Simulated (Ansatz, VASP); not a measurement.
## AlFe in VASP and in Ansatz

```
Al Fe
1.0
     2.85495    0.00000    0.00000
     0.00000    2.85495    0.00000
     0.00000    0.00000    2.85495
Al Fe
1 1
Direct
  0.00000 0.00000 0.00000
  0.50000 0.50000 0.50000
```

Alike in both runs: task single point; functional PBE; k mesh 16 × 16 × 16; occupations gaussian, width 0.05 eV; collinear spin.

|  | VASP | Ansatz |
| --- | --- | --- |
| version | VASP 6.6.1 | Ansatz 0.2.0 |
| potentials or method | VASP PAW PBE potentials, release 64 (Al, Fe), cutoff 600 eV | scalar-relativistic, plane waves, PAW |
| valence electrons in the cell | 11 | 19 |

```csv
,VASP,Ansatz,Ansatz less VASP
gap on the k mesh at the Fermi level (eV),none,none,-
pressure (GPa),3.7,3.7,+0.02
net moment per atom (μB),0.34,0.34,+0.002
size of the moment on the site where the two differ most (μB),0.71,0.71,-0.005
```

Site moments also hang on the region over which each program counts them. A gap of «none» marks a metal or a gap that the smearing closes. VASP's potentials hold 11 valence electrons a cell and Ansatz's 19, so a difference there can come from the potentials and not from the codes.
